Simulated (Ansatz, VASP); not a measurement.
**PC in VASP and in Ansatz**

File INCAR:

```
SYSTEM = PC
PREC = Accurate
ENCUT = 600
EDIFF = 1E-7
ISMEAR = 0
SIGMA = 0.2
LREAL = .False.
LASPH = .True.
NELM = 80
ALGO = Normal
ISIF = 3
LWAVE = .False.
LCHARG = .False.
GGA = PE
IBRION = 2
NSW = 36
EDIFFG = -0.08
```

The input KPOINTS:

```
regular mesh
0
Gamma
  6 6 4
  0 0 0
```

The input POSCAR:

```
PC
1.0
    3.2684859200      0.0000000000      0.0000000000
    0.0000000000      3.2684859200      0.0000000000
    0.0000000000      0.0000000000      5.9297797700
P C
2 2
Direct
    0.0000000000      0.5000000000      0.8515796700
    0.5000000000      0.0000000000      0.1484203300
    0.0000000000      0.5000000000      0.3714335900
    0.5000000000      0.0000000000      0.6285664100
```

Input for Ansatz:

```yaml
crystal:
  lattice:
    - [3.26848592, 0.0, 0.0]
    - [0.0, 3.26848592, 0.0]
    - [0.0, 0.0, 5.92977977]
  atoms:
    - { symbol: P, position: [0.0, 0.5, 0.85157967] }
    - { symbol: P, position: [0.5, 0.0, 0.14842033] }
    - { symbol: C, position: [0.0, 0.5, 0.37143359] }
    - { symbol: C, position: [0.5, 0.0, 0.62856641] }
basis:
  ecutwfc: 420
kpoints:
  mp_grid: { grid: [6, 6, 4] }
hamiltonian:
  xc: pbe
scf:
  occupations: { method: gaussian, width: 0.2 }
  lower_state_search: "off"
output:
  forces: true
  stress: true
  eigenvalues: true
relax:
  adjacent_minimum: "off"
  f_tol: 0.08
  max_steps: 16
  cell: { stress_tol: 0.8 }
```

Change from the starting cell: species swapped into the HfAu type (P4/nmm, No. 129).

Alike in both runs: task relaxation of cell and atoms; functional PBE; k mesh 6 × 6 × 4; occupations gaussian, width 0.2 eV; no spin polarisation.

|  | VASP | Ansatz |
| --- | --- | --- |
| version | VASP 6.6.1 | Ansatz 0.2.0 |
| potentials or method | VASP PAW PBE potentials, release 64 (P, C), cutoff 600 eV | scalar-relativistic, plane waves, PAW |
| valence electrons in the cell | 18 | 18 |

Ansatz gave:

| Item | Value |
| --- | --- |
| gap on the k mesh at the Fermi level, each at its own relaxed structure (eV) | none |
| relaxed volume (Å³/atom) | 10.96 |
| relaxed length of the cell vector where the two differ most in proportion (Å) | 5.294 |

**Question.** What did VASP give for the same quantities?

**Answer.** gap on the k mesh at the Fermi level, each at its own relaxed structure (eV): none; relaxed volume (Å³/atom): 10.64; relaxed length of the cell vector where the two differ most in proportion (Å): 5.163.

A gap of «none» marks a metal or a gap that the smearing closes.

Noted on VASP's run: the volume moved by over 15 % at a fixed basis, so the end points are rough.
